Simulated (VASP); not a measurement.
# HfN (P-6m2) in VASP: further runs, part 2 of 2

VASP 6.6.1. Earlier steps stand in the parts before.

### Step 3. Single point, r2SCAN

This run uses another cell than the first one, of 12.09 Å³/atom.

File POSCAR:

```
HfN
1.0
    3.1020656490      0.0000000000      0.0000000000
   -1.5510328245      2.6864676563      0.0000000000
    0.0000000000      0.0000000000      2.9025524185
Hf N
1 1
Direct
    0.0000000000      0.0000000000      0.0000000000
    0.6666666667      0.3333333333      0.5000000000
```

File INCAR.step1:

```
ALGO     = Normal         # electronic algorithm
EDIFF    = 1E-4           # SCF threshold, eV
ENCUT    = 520            # plane-wave cutoff, eV
GGA      = PE             # functional
ISMEAR   = 0              # smearing method
LASPH    = True           # aspherical terms in the spheres
LCHARG   = False          # write CHGCAR
LREAL    = False          # projectors in reciprocal space
LWAVE    = True           # write WAVECAR
NBANDS   = 14             # bands
NELM     = 100            # most SCF steps
PREC     = Accurate       # precision mode
SIGMA    = 0.05           # smearing width, eV
```

File INCAR.step2:

```
ALGO     = Normal         # electronic algorithm
EDIFF    = 1E-6           # SCF threshold, eV
ENCUT    = 520            # plane-wave cutoff, eV
ISIF     = 2              # what is computed and relaxed
ISMEAR   = 0              # smearing method
ISTART   = 1            
LASPH    = True           # aspherical terms in the spheres
LCHARG   = False          # write CHGCAR
LMIXTAU  = True         
LREAL    = False          # projectors in reciprocal space
LWAVE    = False          # write WAVECAR
METAGGA  = R2SCAN         # meta-GGA
NBANDS   = 14             # bands
NELM     = 100            # most SCF steps
PREC     = Accurate       # precision mode
SIGMA    = 0.05           # smearing width, eV
```

File KPOINTS:

```
k-points
0
Gamma
  12 12 12
```

Potentials or basis: VASP PAW PBE potentials, release 64 (Hf_pv, N).

Command:

```sh
> cat potpaw_PBE.64/Hf_pv/POTCAR potpaw_PBE.64/N/POTCAR > POTCAR
> cp INCAR.step1 INCAR
> mpirun -np 1 vasp_std > vasp.out
> cp INCAR.step2 INCAR
> mpirun -np 1 vasp_std > vasp.out
```

OUTCAR:

```text
EDIFF = 1E-6
   ENCUT = 520
   ISIF = 2
   ISMEAR = 0
   ISTART = 1
   LASPH = True
   LREAL = False
   METAGGA = R2SCAN
   NELM = 100
   PREC = Accurate

 ion  position               nearest neighbor table
   1  0.000  0.000  0.000-   2 2.31   2 2.31   2 2.31   2 2.31   2 2.31   2 2.31
   2  0.667  0.333  0.500-   1 2.31   1 2.31   1 2.31   1 2.31   1 2.31   1 2.31

  LATTYP: Found a hexagonal cell.
 ALAT       =     3.1020656490
 C/A-ratio  =     0.9356837498

  Lattice vectors:

 A1 = (   3.1020656490,   0.0000000000,   0.0000000000)
 A2 = (  -1.5510328245,   2.6864676563,   0.0000000000)
 A3 = (   0.0000000000,   0.0000000000,   2.9025524185)

Analysis of symmetry for initial positions (statically):
=====================================================================
 Subroutine PRICEL returns:
 Original cell was already a primitive cell.

 Routine SETGRP: Setting up the symmetry group for a
 hexagonal supercell.

 Subroutine GETGRP returns: Found 12 space group operations
 (whereof 12 operations were pure point group operations)
 out of a pool of 24 trial point group operations.

The static configuration has the point symmetry D_3h.

Analysis of symmetry for dynamics (positions and initial velocities):
=====================================================================
 Subroutine PRICEL returns:
 Original cell was already a primitive cell.

 Routine SETGRP: Setting up the symmetry group for a
 hexagonal supercell.

 Subroutine GETGRP returns: Found 12 space group operations
 (whereof 12 operations were pure point group operations)
 out of a pool of 24 trial point group operations.

The dynamic configuration has the point symmetry D_3h.

 Subroutine INISYM returns: Found 12 space group operations
 (whereof 12 operations are pure point group operations),
 and found     1 'primitive' translations

----------------------------------------------------------------------------------------

                                     Primitive cell

  volume of cell :      24.1887

  direct lattice vectors                    reciprocal lattice vectors
     3.102065649  0.000000000  0.000000000     0.322365840  0.186118005  0.000000000
    -1.551032825  2.686467656  0.000000000     0.000000000  0.372236009  0.000000000
     0.000000000  0.000000000  2.902552419     0.000000000  0.000000000  0.344524355

  length of vectors
     3.102065649  3.102065649  2.902552419     0.372236009  0.372236009  0.344524355

  position of ions in fractional coordinates (direct lattice)
     0.000000000  0.000000000  0.000000000
     0.666666667  0.333333333  0.500000000

  ion indices of the primitive-cell ions
   primitive index   ion index
                 1           1
                 2           2

----------------------------------------------------------------------------------------

 KPOINTS: k-points

Automatic generation of k-mesh.
 Grid dimensions read from file:
 generate k-points for:   12   12   12

 Generating k-lattice:

  Cartesian coordinates                     Fractional coordinates (reciprocal lattice)
     0.026863820  0.015509834  0.000000000     0.083333333 -0.000000000  0.000000000
     0.000000000  0.031019667  0.000000000     0.000000000  0.083333333  0.000000000
     0.000000000  0.000000000  0.028710363     0.000000000  0.000000000  0.083333333

  Length of vectors
     0.031019667  0.031019667  0.028710363

  Shift w.r.t. Gamma in fractional coordinates (k-lattice)
     0.000000000  0.000000000  0.000000000

 Subroutine IBZKPT returns following result:
 ===========================================

 Found    133 irreducible k-points:

 Following reciprocal coordinates:
            Coordinates               Weight
  0.000000  0.000000  0.000000      1.000000
  0.083333 -0.000000  0.000000      6.000000
  0.166667 -0.000000  0.000000      6.000000
  0.250000 -0.000000  0.000000      6.000000
  0.333333 -0.000000  0.000000      6.000000
  0.416667 -0.000000  0.000000      6.000000
[... 16 lines left out ...]
  0.250000 -0.000000  0.083333     12.000000
  0.333333 -0.000000  0.083333     12.000000
 [... further k-points ...]
   k-points           NKPTS =    133   k-points in BZ     NKDIM =    133   number of bands    NBANDS=     14
   number of dos      NEDOS =    301   number of ions     NIONS =      2
   total plane-waves  NPLWV =  13824
   dimension x,y,z NGX =    24 NGY =   24 NGZ =   24
   dimension x,y,z NGXF=    48 NGYF=   48 NGZF=   48
   ions per type =               1   1
   NGX,Y,Z   is equivalent  to a cutoff of  12.86, 12.86, 13.75 a.u.
   NGXF,Y,Z  is equivalent  to a cutoff of  25.72, 25.72, 27.49 a.u.
 SYSTEM =  unknown system
   PREC   = accura    normal or accurate (medium, high low for compatibility)
   ISTART =      1    job   : 0-new  1-cont  2-samecut
   ICHARG =      0    charge: 1-file 2-atom 10-const
   ISPIN  =      1    spin polarized calculation?
   LNONCOLLINEAR =      F non collinear calculations
   LSORBIT =      F    spin-orbit coupling
   LASPH  =      T    aspherical Exc in radial PAW
   ENCUT  =  520.0 eV  38.22 Ry    6.18 a.u.   5.77  5.77  5.40*2*pi/ulx,y,z
   NELM   =    100;   NELMIN=  2; NELMDL=  0     # of ELM steps
   EDIFF  = 0.1E-05   stopping-criterion for ELM
   LREAL  =      F    real-space projection
   EDIFFG = 0.1E-04   stopping-criterion for IOM
   NSW    =      0    number of steps for IOM
   IBRION =     -1    ionic relax: 0-MD 1-quasi-New 2-CG
   NFREE  =      0    steps in history (QN), initial steepest desc. (CG)
   ISIF   =      2    stress and relaxation
   ISYM   =      2    0-nonsym 1-usesym 2-fastsym
   POTIM  = 0.5000    time-step for ionic-motion
   TEBEG  =    0.0;   TEEND  =   0.0 temperature during run
   PSTRESS=    0.0 pullay stress
   NELECT =      15.0000    total number of electrons
   NUPDOWN=      -1.0000    fix difference up-down
   EMIN   =  10.00;   EMAX   =-10.00  energy-range for DOS
   EFERMI =   0.00;   METHOD = LEGACY
   ISMEAR =     0;   SIGMA  =   0.05  broadening in eV -4-tet -1-fermi 0-gaus
   EFERMI_NEDOS =   21; number of points for ismear=-14 and -15
   IALGO  =     38    algorithm
   IMIX   =      4    mixing-type and parameters
     AMIX     =   0.40;   BMIX     =  1.00
     AMIX_MAG =   1.60;   BMIX_MAG =  1.00
  volume/ion in A,a.u.               =      12.09        81.62
  Fermi-wavevector in a.u.,A,eV,Ry     =   1.396050  2.638152 26.517157  1.948956
  Thomas-Fermi vector in A             =   2.519442
   LORBIT       =      0    0 simple, 1 ext, 2 COOP (PROOUT), +10 PAW based schemes
   METAGGA = R2SCAN    functional components
   LHFCALC =     F    Hartree Fock is set to
   AEXX    =    0.0000 exact exchange contribution
   IVDW    =     0    specifies the selected vdW correction
   LEPSILON=     F    determine dielectric tensor
   LRPA    =     F    only Hartree local field effects (RPA)
 non-spin polarized calculation
 Gauss-broadening in eV      SIGMA  =   0.05
  energy-cutoff  :      520.00
  volume of cell :       24.19
 maximum number of plane-waves:       662
 NGX is ok and might be reduce to    24
   NGX = 11   NGY = 11   NGZ = 11

 number of electron      14.9999999 magnetization

 Free energy of the ion-electron system (eV)
  ---------------------------------------------------
  ext. energy  EPLUGINS =         0.00000000
  ---------------------------------------------------
  free energy    TOTEN  =       -57.41095928 eV

  energy without entropy =      -57.40805580  energy(sigma->0) =      -57.40950754

 E-fermi :   6.8472     XC(G=0): -13.2386

 val. band max:        6.8465868545   @ k =   0.4167  -0.0000   0.2500
 cond. band min:       6.8503321191   @ k =   0.3333   0.0833   0.2500
 fundamental gap:      0.0037452646
 Fermi energy:         6.8472169424

 k-point     1 :       0.0000    0.0000    0.0000
  band No.  band energies     occupation
      1     -24.6731      2.00000
      2     -24.6731      2.00000
      3     -24.4554      2.00000
      4     -10.2728      2.00000
      5       3.1580      2.00000
      6       3.1580      2.00000
      7       4.5797      2.00000
      8       5.0386      2.00000
      9       9.1979      0.00000
     10      11.9648      0.00000
     11      11.9648      0.00000
     12      13.0164      0.00000
     13      13.0164      0.00000
     14      18.8304      0.00000
[... 375 lines left out ...]
 k-point    24 :       0.3333   -0.0000    0.0833
  band No.  band energies     occupation
      1     -25.3570      2.00000
      2     -24.8149      2.00000
      3     -24.4411      2.00000
      4      -8.8455      2.00000
      5       0.5076      2.00000
      6       3.4267      2.00000
      7       3.9902      2.00000
      8       5.7233      2.00000
      9      10.8555      0.00000
     10      11.8173      0.00000
     11      12.8900      0.00000
     12      13.3994      0.00000
     13      14.5772      0.00000
     14      18.8311      0.00000

 [... further k-points ...]
[... 5 lines left out ...]
  --------------------------------------------------------------------------------------
  -------------------------------------------------------------------------------------
  Total       -0.8550482     -0.8550482     -0.8910202      0.0000000     -0.0000000      0.0000000
  in kB      -56.6354668    -56.6354668    -59.0181321      0.0000000     -0.0000000      0.0000000
  external PRESSURE =     -57.4296886 kB  Pullay stress =       0.0000000 kB

 VOLUME and BASIS-vectors are now :
 -----------------------------------------------------------------------------
  energy-cutoff  :      520.00
  volume of cell :       24.19
      direct lattice vectors                 reciprocal lattice vectors
     3.102065649  0.000000000  0.000000000     0.322365840  0.186118005  0.000000000
    -1.551032825  2.686467656  0.000000000     0.000000000  0.372236009  0.000000000
     0.000000000  0.000000000  2.902552419     0.000000000  0.000000000  0.344524355

 POSITION                                       TOTAL-FORCE (eV/Angst)
 -----------------------------------------------------------------------------------
      0.00000      0.00000      0.00000         0.000000     -0.000000      0.000000
      1.55103      0.89549      1.45128        -0.000000      0.000000      0.000000
 -----------------------------------------------------------------------------------
    total drift:                               -0.000001      0.000000      0.000000

  FREE ENERGIE OF THE ION-ELECTRON SYSTEM (eV)
  ---------------------------------------------------
  free  energy   TOTEN  =       -57.4109592813 eV

  energy  without entropy=      -57.4080558000  energy(sigma->0) =      -57.40950754
```

Run time: 2.4 min. Hardware: 1 thread of Intel Xeon 8259CL, shared host; peak memory 0.18 GiB.

What came out:

```
Free energy            : -57.4110 eV
Pressure               : -5.7 GPa
Band gap on the k mesh : zero (an odd number of electrons rules out a gap without spin polarisation)
```

Caveat: the cell stands under tension; the PAW data sets were made with another functional, which shifts forces and pressure a little; spin-orbit coupling is left out, which moves the levels of the heavy elements.
